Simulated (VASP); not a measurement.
TiN:

```
CELL_PARAMETERS angstrom
0.00000 2.12062 2.12062
2.12062 0.00000 2.12062
2.12062 2.12062 0.00000
ATOMIC_POSITIONS crystal
Ti 0.00000 0.00000 0.00000
N 0.50000 0.50000 0.50000
```

- Program: VASP 6.6.1
- Task: relaxation of cell and atoms
- Functional: LDA
- Potentials or basis: VASP PAW LDA potentials, release 64 (Ti_sv, N)
- Cutoff: 600 eV
- k mesh: 8 × 8 × 8
- Occupations: gaussian, width 0.1 eV
- Spin: no spin polarisation

At the start: pressure -13.2 GPa; volume 9.54 Å³/atom.

How do energy, volume and symmetry change on relaxing?

Over 3 steps the energy falls by 18.4 meV/atom and the volume is 9.12 Å³/atom (-4.4 %); space group Fm-3m (No. 225, to 0.1 Å) before and after.

Step by step:
```csv
step,energy change (eV),largest force (eV/Å),pressure (GPa),volume (Å³)
1,0.0000,0.0000,-13.23,19.07
2,0.0567,0.0000,25.75,16.98
3,-0.0367,0.0000,-0.31,18.23
```

Final structure:
```cif
data_structure
_symmetry_space_group_name_H-M 'P 1'
_symmetry_Int_Tables_number 1
_cell_length_a 2.9543
_cell_length_b 2.9543
_cell_length_c 2.9543
_cell_angle_alpha 60.000
_cell_angle_beta 60.000
_cell_angle_gamma 60.000
_cell_volume 18.23
loop_
_atom_site_label
_atom_site_type_symbol
_atom_site_fract_x
_atom_site_fract_y
_atom_site_fract_z
_atom_site_occupancy
Ti1 Ti 0.00000 0.00000 0.00000 1
N1 N 0.50000 0.50000 0.50000 1
```
